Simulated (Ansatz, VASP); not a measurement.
## Sn3GeTe4 in VASP and in Ansatz

```xyz
8
Lattice="4.4692 2.5803 3.7487 -4.4692 2.5803 3.7487 0.0000 -5.1606 3.7487" Properties=species:S:1:pos:R:3 pbc="T T T"
Sn    2.2321    1.2887    1.9255
Sn   -2.2321    1.2887    1.9255
Sn    0.0000   -2.5774    1.9255
Ge    0.0000    0.0000    5.4209
Te   -2.1548   -1.2441    4.0070
Te    2.1548   -1.2441    4.0070
Te    0.0000    2.4882    4.0070
Te    0.0000    0.0000    0.2182
```

Alike in both runs: task single point; functional PBE; k mesh 3 × 3 × 3; occupations gaussian, width 0.1 eV; no spin polarisation.

|  | VASP | Ansatz |
| --- | --- | --- |
| version | VASP 6.6.1 | Ansatz 0.2.0 |
| potentials or method | VASP PAW PBE potentials, release 64 (Sn_d, Ge_d, Te), cutoff 520 eV | scalar-relativistic, plane waves, PAW |
| valence electrons in the cell | 80 | 120 |

Ansatz gave:

```
gap on the k mesh at the Fermi level (eV)                     : 1.23
least direct gap on the mesh (eV)                             : 1.23
pressure (GPa)                                                : 0.1
traceless stress, the component that is largest in VASP (GPa) : 0.13
rms of the force components (eV/Å)                            : 0.020
```

Task: Estimate VASP's values.

Result: gap on the k mesh at the Fermi level (eV): 1.23; least direct gap on the mesh (eV): 1.23; pressure (GPa): 0.0; traceless stress, the component that is largest in VASP (GPa): 0.12; rms of the force components (eV/Å): 0.024.

Atom by atom the forces differ by 0.004 eV/Å (rms over components). VASP's potentials hold 80 valence electrons a cell and Ansatz's 120, so a difference there can come from the potentials and not from the codes.

Spin-orbit coupling is off throughout.
